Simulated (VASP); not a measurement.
# Sb (Cmce) in VASP: single point with PBE

Aim: the single point of Sb with PBE.

All numbers are computed with VASP 6.6.1; they aren't measurements. Logs are shortened: lines on timing, memory, paths and dates and some standing lists are left out, and cuts for length are marked.

**1. The cell of the first run**

It takes space group Cmce (No. 64, orthorhombic). Conventional cell: a = 6.453 Å, b = 4.334 Å, c = 8.436 Å, α = 90.00°, β = 90.00°, γ = 90.00°. Sb (site symmetry m) has 1 Sb at 2.19 Å within 2.9 Å.

**2. Single point, PBE**

Input file POSCAR:

```
Sb
1.0
   -3.2264300000      0.0000000000      2.1670780000
    0.0000000000     -8.4361240000      0.0000000000
    3.2264300000      0.0000000000      2.1670780000
Sb
4
Direct
    0.1350000000      0.8900000000      0.1350000000
    0.6350000000      0.6100000000      0.6350000000
    0.8650000000      0.1100000000      0.8650000000
    0.3650000000      0.3900000000      0.3650000000
```

Input file INCAR.step1:

```
ALGO = Normal
EDIFF = 1E-7
ENCUT = 520
GGA = PE
ISIF = 2
ISMEAR = -1
LASPH = T
LCHARG = T
LREAL = F
LWAVE = F
NBANDS = 18
NELM = 80
PREC = Accurate
SIGMA = 0.1
```

Input file KPOINTS.step1:

```
k-points
0
Gamma
  9 4 9
```

Input file INCAR.step2:

```
ALGO = Normal
EDIFF = 1E-7
ENCUT = 520
GGA = PE
ICHARG = 11
ISIF = 2
ISMEAR = -5
LASPH = T
LCHARG = F
LORBIT = 10
LREAL = F
LWAVE = F
NBANDS = 18
NEDOS = 2001
NELM = 80
PREC = Accurate
SIGMA = 0.1
```

Input file KPOINTS.step2:

```
k-points
0
Gamma
  14 6 14
```

Potentials or basis: VASP PAW PBE potentials, release 64 (Sb).

Run with:

```console
$ cat potpaw_PBE.64/Sb/POTCAR > POTCAR
$ cp INCAR.step1 INCAR
$ cp KPOINTS.step1 KPOINTS
$ mpirun -np 1 vasp_std > vasp.out
$ cp INCAR.step2 INCAR
$ cp KPOINTS.step2 KPOINTS
$ mpirun -np 1 vasp_std > vasp.out
```

OUTCAR:

```text
EDIFF = 1E-7
   ENCUT = 520
   GGA = PE
   ICHARG = 11
   ISIF = 2
   ISMEAR = -5
   LASPH = T
   LORBIT = 10
   LREAL = F
   NELM = 80
   PREC = Accurate

 ion  position               nearest neighbor table
   1  0.135  0.890  0.135-   3 2.19   2 3.21   2 3.21   3 3.67
   2  0.635  0.610  0.635-   4 2.19   1 3.21   1 3.21   4 3.67
   3  0.865  0.110  0.865-   1 2.19   4 3.21   4 3.21   1 3.67
   4  0.365  0.390  0.365-   2 2.19   3 3.21   3 3.21   2 3.67

  LATTYP: Found a base centered orthorhombic cell.
 ALAT       =     4.3341560000
 B/A-ratio  =     1.4888388881
 C/A-ratio  =     1.9464283242

  Lattice vectors:

 A1 = (   3.2264300000,   0.0000000000,   2.1670780000)
 A2 = (  -3.2264300000,   0.0000000000,   2.1670780000)
 A3 = (   0.0000000000,  -8.4361240000,   0.0000000000)

Analysis of symmetry for initial positions (statically):
=====================================================================
 Subroutine PRICEL returns:
 Original cell was already a primitive cell.

 Routine SETGRP: Setting up the symmetry group for a
 base centered orthorhombic supercell.

 Subroutine GETGRP returns: Found  8 space group operations
 (whereof  4 operations were pure point group operations)
 out of a pool of  8 trial point group operations.

The static configuration has the point symmetry C_2h.
 The point group associated with its full space group is D_2h.

Analysis of symmetry for dynamics (positions and initial velocities):
=====================================================================
 Subroutine PRICEL returns:
 Original cell was already a primitive cell.

 Routine SETGRP: Setting up the symmetry group for a
 base centered orthorhombic supercell.

 Subroutine GETGRP returns: Found  8 space group operations
 (whereof  4 operations were pure point group operations)
 out of a pool of  8 trial point group operations.

The dynamic configuration has the point symmetry C_2h.
 The point group associated with its full space group is D_2h.

 Subroutine INISYM returns: Found  8 space group operations
 (whereof  4 operations are pure point group operations),
 and found     1 'primitive' translations

----------------------------------------------------------------------------------------

                                     Primitive cell

  volume of cell :     117.9695

  direct lattice vectors                    reciprocal lattice vectors
    -3.226430000  0.000000000  2.167078000    -0.154970044  0.000000000  0.230725428
     0.000000000 -8.436124000  0.000000000     0.000000000 -0.118537850  0.000000000
     3.226430000  0.000000000  2.167078000     0.154970044  0.000000000  0.230725428

  length of vectors
     3.886653780  8.436124000  3.886653780     0.277938731  0.118537850  0.277938731

  position of ions in fractional coordinates (direct lattice)
     0.135000000  0.890000000  0.135000000
     0.635000000  0.610000000  0.635000000
     0.865000000  0.110000000  0.865000000
     0.365000000  0.390000000  0.365000000

  ion indices of the primitive-cell ions
   primitive index   ion index
                 1           1
                 2           2
                 3           3
                 4           4

----------------------------------------------------------------------------------------

 KPOINTS: k-points

Automatic generation of k-mesh.
 Grid dimensions read from file:
 generate k-points for:   14    6   14

 Generating k-lattice:

  Cartesian coordinates                     Fractional coordinates (reciprocal lattice)
    -0.011069289  0.000000000  0.016480388     0.071428571  0.000000000  0.000000000
     0.000000000 -0.019756308  0.000000000     0.000000000  0.166666667  0.000000000
     0.011069289  0.000000000  0.016480388     0.000000000  0.000000000  0.071428571

  Length of vectors
     0.019852766  0.019756308  0.019852766

  Shift w.r.t. Gamma in fractional coordinates (k-lattice)
     0.000000000  0.000000000  0.000000000

 TETIRR: Found   1764 inequivalent tetrahedra from     7056

 Subroutine IBZKPT returns following result:
 ===========================================

 Found    228 irreducible k-points:

 Following reciprocal coordinates:
            Coordinates               Weight
  0.000000  0.000000  0.000000      1.000000
  0.071429  0.000000  0.000000      4.000000
  0.142857  0.000000  0.000000      4.000000
  0.214286  0.000000  0.000000      4.000000
  0.285714  0.000000  0.000000      4.000000
  0.357143  0.000000 -0.000000      4.000000
[... 16 lines left out ...]
  0.428571  0.333333  0.000000      8.000000
  0.500000  0.333333  0.000000      4.000000
 [... further k-points ...]
   k-points           NKPTS =    228   k-points in BZ     NKDIM =    228   number of bands    NBANDS=     18
   number of dos      NEDOS =   2001   number of ions     NIONS =      4
   total plane-waves  NPLWV =  57600
   dimension x,y,z NGX =    30 NGY =   64 NGZ =   30
   dimension x,y,z NGXF=    60 NGYF=  128 NGZF=   60
   ions per type =               4
   NGX,Y,Z   is equivalent  to a cutoff of  12.83, 12.61, 12.83 a.u.
   NGXF,Y,Z  is equivalent  to a cutoff of  25.66, 25.22, 25.66 a.u.
 SYSTEM =  unknown system
   PREC   = accura    normal or accurate (medium, high low for compatibility)
   ISTART =      0    job   : 0-new  1-cont  2-samecut
   ICHARG =     11    charge: 1-file 2-atom 10-const
   ISPIN  =      1    spin polarized calculation?
   LNONCOLLINEAR =      F non collinear calculations
   LSORBIT =      F    spin-orbit coupling
   LASPH  =      T    aspherical Exc in radial PAW
   ENCUT  =  520.0 eV  38.22 Ry    6.18 a.u.   7.23 15.69  7.23*2*pi/ulx,y,z
   NELM   =     80;   NELMIN=  2; NELMDL=  0     # of ELM steps
   EDIFF  = 0.1E-06   stopping-criterion for ELM
   LREAL  =      F    real-space projection
   EDIFFG = 0.1E-05   stopping-criterion for IOM
   NSW    =      0    number of steps for IOM
   IBRION =     -1    ionic relax: 0-MD 1-quasi-New 2-CG
   NFREE  =      0    steps in history (QN), initial steepest desc. (CG)
   ISIF   =      2    stress and relaxation
   ISYM   =      2    0-nonsym 1-usesym 2-fastsym
   POTIM  = 0.5000    time-step for ionic-motion
   TEBEG  =    0.0;   TEEND  =   0.0 temperature during run
   PSTRESS=    0.0 pullay stress
   NELECT =      20.0000    total number of electrons
   NUPDOWN=      -1.0000    fix difference up-down
   EMIN   =  10.00;   EMAX   =-10.00  energy-range for DOS
   EFERMI =   0.00;   METHOD = LEGACY
   ISMEAR =    -5;   SIGMA  =   0.10  broadening in eV -4-tet -1-fermi 0-gaus
   EFERMI_NEDOS =   21; number of points for ismear=-14 and -15
   IALGO  =     38    algorithm
   IMIX   =      4    mixing-type and parameters
     AMIX     =   0.40;   BMIX     =  1.00
     AMIX_MAG =   1.60;   BMIX_MAG =  1.00
  volume/ion in A,a.u.               =      29.49       199.02
  Fermi-wavevector in a.u.,A,eV,Ry     =   0.906070  1.712223 11.169869  0.820962
  Thomas-Fermi vector in A             =   2.029713
   LORBIT       =     10    0 simple, 1 ext, 2 COOP (PROOUT), +10 PAW based schemes
   GGA     = PE    functional components
   LHFCALC =     F    Hartree Fock is set to
   AEXX    =    0.0000 exact exchange contribution
   IVDW    =     0    specifies the selected vdW correction
   LEPSILON=     F    determine dielectric tensor
   LRPA    =     F    only Hartree local field effects (RPA)
 non-spin polarized calculation
 Fermi weights with tetrahedron method with Bloechl corrections
  energy-cutoff  :      520.00
  volume of cell :      117.97
 maximum number of plane-waves:      3200
 NGX is ok and might be reduce to    30

 number of electron      20.0000002 magnetization

 Free energy of the ion-electron system (eV)
  ---------------------------------------------------
  ext. energy  EPLUGINS =         0.00000000
  ---------------------------------------------------
  free energy    TOTEN  =        -9.46486430 eV

  energy without entropy =       -9.46486430  energy(sigma->0) =       -9.46486430

 E-fermi :   7.0284     XC(G=0):  -9.6002

 val. band max:        7.1625915575   @ k =   0.0714   0.5000   0.0000
 cond. band min:       6.9478782375   @ k =   0.4286   0.5000   0.4286
 fundamental gap:     -0.2147133201
 Fermi energy:         7.0284398105

 k-point     1 :       0.0000    0.0000    0.0000
  band No.  band energies     occupation
      1      -6.0574      2.00000
      2      -5.0828      2.00000
      3      -2.1067      2.00000
      4       2.2257      2.00000
      5       3.0655      2.00000
      6       6.0836      2.00000
[... 10 lines left out ...]
     17      13.4371      0.00000
     18      13.6395      0.00000

 k-point     2 :       0.0714    0.0000    0.0000
  band No.  band energies     occupation
      1      -6.0141      2.00000
      2      -5.0500      2.00000
      3      -2.0561      2.00000
      4       2.1451      2.00000
      5       3.0674      2.00000
      6       5.7503      2.00000
[... 10 lines left out ...]
     17      13.2588      0.00000
     18      13.4850      0.00000

 k-point     3 :       0.1429    0.0000    0.0000
  band No.  band energies     occupation
      1      -5.8866      2.00000
      2      -4.9563      2.00000
      3      -1.9062      2.00000
      4       1.8938      2.00000
      5       3.0386      2.00000
      6       5.1236      2.00000
[... 10 lines left out ...]
     17      13.0946      0.00000
     18      13.5778      0.00000

 k-point     4 :       0.2143    0.0000    0.0000
  band No.  band energies     occupation
      1      -5.6825      2.00000
      2      -4.8170      2.00000
      3      -1.6632      2.00000
      4       1.4761      2.00000
      5       2.8747      2.00000
      6       4.3996      2.00000
[... 10 lines left out ...]
     17      12.6237      0.00000
     18      14.0806      0.00000

 k-point     5 :       0.2857    0.0000    0.0000
  band No.  band energies     occupation
      1      -5.4173      2.00000
      2      -4.6618      2.00000
      3      -1.3410      2.00000
      4       0.9591      2.00000
      5       2.5067      2.00000
      6       3.6408      2.00000
[... 10 lines left out ...]
     17      12.8881      0.00000
     18      14.2038      0.00000

 k-point     6 :       0.3571    0.0000   -0.0000
  band No.  band energies     occupation
      1      -5.1178      2.00000
      2      -4.5380      2.00000
      3      -0.9678      2.00000
      4       0.4534      2.00000
      5       2.0728      2.00000
      6       2.9008      2.00000
[... 307 lines left out ...]
 k-point    21 :       0.2857    0.3333    0.0000
  band No.  band energies     occupation
      1      -5.2678      2.00000
      2      -4.9014      2.00000
      3      -0.8140      2.00000
      4       0.2829      2.00000
      5       2.7089      2.00000
      6       3.7701      2.00000
[... 10 lines left out ...]
     17      13.1373      0.00000
     18      13.7651      0.00000

 k-point    22 :       0.3571    0.3333   -0.0000
  band No.  band energies     occupation
      1      -4.9947      2.00000
      2      -4.7091      2.00000
      3      -0.6614      2.00000
      4       0.0221      2.00000
      5       2.3680      2.00000
      6       3.6679      2.00000
[... 10 lines left out ...]
     17      13.4746      0.00000
     18      13.8433      0.00000

 k-point    23 :       0.4286    0.3333    0.0000
  band No.  band energies     occupation
      1      -4.7495      2.00000
      2      -4.5881      2.00000
      3      -0.5719      2.00000
      4      -0.2639      2.00000
      5       2.3593      2.00000
      6       3.2247      2.00000
[... 10 lines left out ...]
     17      13.6215      0.00000
     18      13.9824      0.00000

 k-point    24 :       0.5000    0.3333    0.0000
  band No.  band energies     occupation
      1      -4.5980      2.00000
      2      -4.5980      2.00000
      3      -0.4686      2.00000
      4      -0.4686      2.00000
      5       2.6797      2.00000
      6       2.6797      2.00000
[... 10 lines left out ...]
     17      13.8485      0.00000
     18      13.8487      0.00000

 [... further k-points ...]
[... 5 lines left out ...]
  --------------------------------------------------------------------------------------
  -------------------------------------------------------------------------------------
  Total        2.1906070     38.8509958     15.6192368      0.0000000      0.0000000      0.0000000
  in kB       29.7512565    527.6464203    212.1292955      0.0000000      0.0000000      0.0000000
  external PRESSURE =     256.5089908 kB  Pullay stress =       0.0000000 kB

 VOLUME and BASIS-vectors are now :
 -----------------------------------------------------------------------------
  energy-cutoff  :      520.00
  volume of cell :      117.97
      direct lattice vectors                 reciprocal lattice vectors
    -3.226430000  0.000000000  2.167078000    -0.154970044  0.000000000  0.230725428
     0.000000000 -8.436124000  0.000000000     0.000000000 -0.118537850  0.000000000
     3.226430000  0.000000000  2.167078000     0.154970044  0.000000000  0.230725428

 POSITION                                       TOTAL-FORCE (eV/Angst)
 -----------------------------------------------------------------------------------
      0.00000     -7.50815      0.58511         0.000000      9.399850      6.150372
      0.00000     -5.14604      2.75219         0.000000     -9.399850      6.150372
      0.00000     -0.92797      3.74904         0.000000     -9.399850     -6.150372
      0.00000     -3.29009      1.58197         0.000000      9.399850     -6.150372
 -----------------------------------------------------------------------------------
    total drift:                               -0.000000     -0.000000     -0.000000

  FREE ENERGIE OF THE ION-ELECTRON SYSTEM (eV)
  ---------------------------------------------------
  free  energy   TOTEN  =        -9.4648642973 eV

  energy  without entropy=       -9.4648642973  energy(sigma->0) =       -9.46486430

 total charge

# of ion       s       p       d       tot
------------------------------------------
    1        1.225   1.313   0.064   2.602
    2        1.225   1.313   0.064   2.602
    3        1.225   1.313   0.064   2.602
    4        1.225   1.313   0.064   2.602
--------------------------------------------------
tot          4.901   5.251   0.254  10.406
```

Run time: 9.1 min. Hardware: 1 thread of Intel Xeon 8259CL, shared host; peak memory 0.49 GiB.

What came out:

```
Valence electrons inside the program's atomic spheres : Sb 2.60
```

Levels at points of the mesh, in eV from the Fermi level:
```tsv
k point	band 8	band 9	band 10	band 11	band 12	band 13
(0.00, 0.00, 0.00)	0.15	0.38	0.44	1.49	1.86	2.26
(0.50, 0.00, 0.00)	-1.44	-0.33	-0.33	0.50	0.50	1.95
(0.00, 0.50, 0.00)	0.41	0.64	0.64	0.80	0.80	2.56
(0.50, 0.50, 0.00)	-3.37	-0.94	-0.94	1.04	1.04	3.78
(0.50, 0.00, 0.50)	-2.15	-2.01	-1.85	-1.39	0.31	0.95
(0.50, 0.50, 0.50)	-2.90	-0.22	-0.22	-0.21	-0.21	0.02
```

Caveat: spin-orbit coupling is left out, which moves the levels of the heavy elements; tetrahedron occupations give inexact forces and stress in metals.
